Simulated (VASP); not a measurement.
Here is a VASP 6.6.1 calculation.

The input POSCAR:

```
Ge
1.0
    0.0000000000      2.8287700000      2.6873315000
    2.8287700000      0.0000000000      2.6873315000
    2.8287700000      2.8287700000      0.0000000000
Ge
2
Direct
    0.5000000000      0.5000000000      0.5000000000
    0.7500000000      0.7500000000      0.7500000000
```

INCAR.step1

```
PREC = Accurate
ENCUT = 520
ISMEAR = 0
SIGMA = 0.05
LREAL = False
LASPH = True
NELM = 80
NBANDS = 21
GGA = PE
ALGO = Normal
EDIFF = 1E-4
LWAVE = True
LCHARG = False
```

File INCAR.step2:

```
PREC = Accurate
ENCUT = 520
EDIFF = 1E-6
ISMEAR = 0
SIGMA = 0.05
LREAL = False
LASPH = True
NELM = 80
ALGO = Normal
ISIF = 2
LWAVE = False
LCHARG = False
METAGGA = R2SCAN
LMIXTAU = True
NBANDS = 21
ISTART = 1
```

The input KPOINTS:

```
Automatic mesh
0
Gamma
  10 10 10
```

Potentials or basis: VASP PAW PBE potentials, release 64 (Ge_d).

Command:

```sh
$ cat potpaw_PBE.64/Ge_d/POTCAR > POTCAR
$ cp INCAR.step1 INCAR
$ mpirun -np 1 vasp_std > vasp.out
$ cp INCAR.step2 INCAR
$ mpirun -np 1 vasp_std > vasp.out
```

(1) Predict the band gap on the k mesh.

(2) What does it give for the pressure?

## Answers

(1) 0.07 eV (least direct gap 0.61 eV).

(2) 5.0 GPa.

Caveat: the cell differs from its parent crystal (strain +0.000 along x and y, -0.050 along z); the cell stands under pressure; the PAW data sets were made with another functional, which shifts forces and pressure a little.
